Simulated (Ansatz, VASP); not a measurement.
Given: the input of a run of Ansatz 0.2.0 on Al.

File input.yaml:

```yaml
crystal:
  lattice:
    - [2.7935792435, 0.0, 0.0]
    - [-1.3967896217, 2.4193105923, 0.0]
    - [0.0, 0.0, 4.834185593]
  atoms:
    - { symbol: Al, position: [0.3333333333, 0.6666666667, 0.25] }
    - { symbol: Al, position: [0.6666666667, 0.3333333333, 0.75] }
kpoints:
  mp_grid: { grid: [11, 11, 6] }
scf:
  occupations: { method: fermi_dirac, width: 0.05 }
hamiltonian:
  xc: lda
  pseudopotentials: { kind: all_electron, lapw: { basis_error: 0.001 } }
output:
  forces: true
  stress: true
  eigenvalues: true
```

Potentials or basis: all-electron LAPW, scalar-relativistic.

The run is started by

```console
$ ansatz run input.yaml --threads 1 --pin off --max-ram 3072MiB --backend cpu --events-out ev --progress --plain --runs-dir out
```

Task: Translate it to VASP 6.6.1. Potentials there: VASP PAW LDA potentials, release 64 (Al).

Result: As run (the cutoff follows the program's own potentials):

File INCAR:

```
PREC = Accurate
ENCUT = 520
EDIFF = 1E-7
ISMEAR = -1
SIGMA = 0.05
LREAL = F
LASPH = T
NELM = 100
ALGO = Normal
ISIF = 2
LWAVE = F
LCHARG = F
NBANDS = 10
```

KPOINTS

```
regular mesh
0
Gamma
  11 11 6
```

POSCAR

```
Al
1.0
    2.7935792435      0.0000000000      0.0000000000
   -1.3967896217      2.4193105923      0.0000000000
    0.0000000000      0.0000000000      4.8341855930
Al
2
Direct
    0.3333333333      0.6666666667      0.2500000000
    0.6666666667      0.3333333333      0.7500000000
```

Potentials or basis: VASP PAW LDA potentials, release 64 (Al).

Launch:

```console
$ cat potpaw_LDA.64/Al/POTCAR > POTCAR
$ mpirun -np 1 vasp_std > vasp.out
```

Both were run:

|  | VASP | Ansatz | Ansatz less VASP |
| --- | --- | --- | --- |
| gap on the k mesh at the Fermi level (eV) | none | none | - |
| pressure (GPa) | -1.5 | -1.6 | -0.05 |
| traceless stress, the component that is largest in VASP (GPa) | -2.97 | -2.94 | +0.030 |

LDA's correlation is that of Perdew and Zunger in VASP and of Perdew and Wang (1992) in Ansatz. A gap of «none» marks a metal or a gap that the smearing closes. Ansatz ran all-electron here, and VASP with PAW potentials.
